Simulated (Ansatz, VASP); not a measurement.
Two plane-wave programs on GaN

The input INCAR:

```
SYSTEM = GaN
  PREC = Accurate
  ENCUT = 520
  EDIFF = 1E-6
  ISMEAR = 0
  SIGMA = 0.01
  LREAL = .FALSE.
  LASPH = .TRUE.
  NELM = 100
  ALGO = Normal
  ISIF = 2
  LWAVE = .FALSE.
  LCHARG = .FALSE.
  NBANDS = 26
```

File KPOINTS:

```
Automatic mesh
0
G
  6 6 4
  0 0 0
```

The input POSCAR:

```
GaN
1.0
    3.1800000000      0.0000000000      0.0000000000
   -1.5900000000      2.7539607800      0.0000000000
    0.0000000000      0.0000000000      5.1660000000
Ga N
2 2
Direct
    0.3333333345      0.6666666691      0.0000000000
    0.6666666673      0.3333333345      0.5000000000
    0.3333333345      0.6666666691      0.3750000000
    0.6666666673      0.3333333345      0.8750000000
```

Input for Ansatz:

```yaml
crystal:
  lattice:
    - [3.18, 0.0, 0.0]
    - [-1.59, 2.75396078, 0.0]
    - [0.0, 0.0, 5.166]
  atoms:
    - { symbol: Ga, position: [0.3333333345437113, 0.6666666690874226, 0.0] }
    - { symbol: Ga, position: [0.6666666672718556, 0.3333333345437113, 0.5] }
    - { symbol: "N", position: [0.3333333345437113, 0.6666666690874226, 0.37499999999999994] }
    - { symbol: "N", position: [0.6666666672718556, 0.3333333345437113, 0.8749999999999999] }
kpoints:
  mp_grid:
    grid: [6, 6, 4]
hamiltonian:
  xc: lda
  pseudopotentials:
    kind: paw
scf:
  occupations:
    method: fixed
output:
  forces: true
  stress: true
  eigenvalues: true
```

Alike in both runs: task single point; functional LDA; k mesh 6 × 6 × 4; no spin polarisation.

|  | VASP | Ansatz |
| --- | --- | --- |
| version | VASP 6.6.1 | Ansatz 0.2.0 |
| potentials or method | VASP PAW LDA potentials, release 64 (Ga_d, N) | plane waves, PAW |
| plane-wave cutoff (eV) | 520 | 420 |
| occupations | gaussian, width 0.01 eV | fixed |
| valence electrons in the cell | 36 | 36 |

Ansatz gave:

```
gap on the k mesh at the Fermi level (eV)                     : 1.97
pressure (GPa)                                                : -4.5
traceless stress, the component that is largest in VASP (GPa) : 1.38
rms of the force components (eV/Å)                            : 0.073
```

Question: What did VASP give for the same quantities?

Answer: gap on the k mesh at the Fermi level (eV): 1.99; pressure (GPa): -3.5; traceless stress, the component that is largest in VASP (GPa): 1.41; rms of the force components (eV/Å): 0.074.

LDA's correlation is that of Perdew and Zunger in VASP and of Perdew and Wang (1992) in Ansatz. Atom by atom the forces differ by 0.001 eV/Å (rms over components).
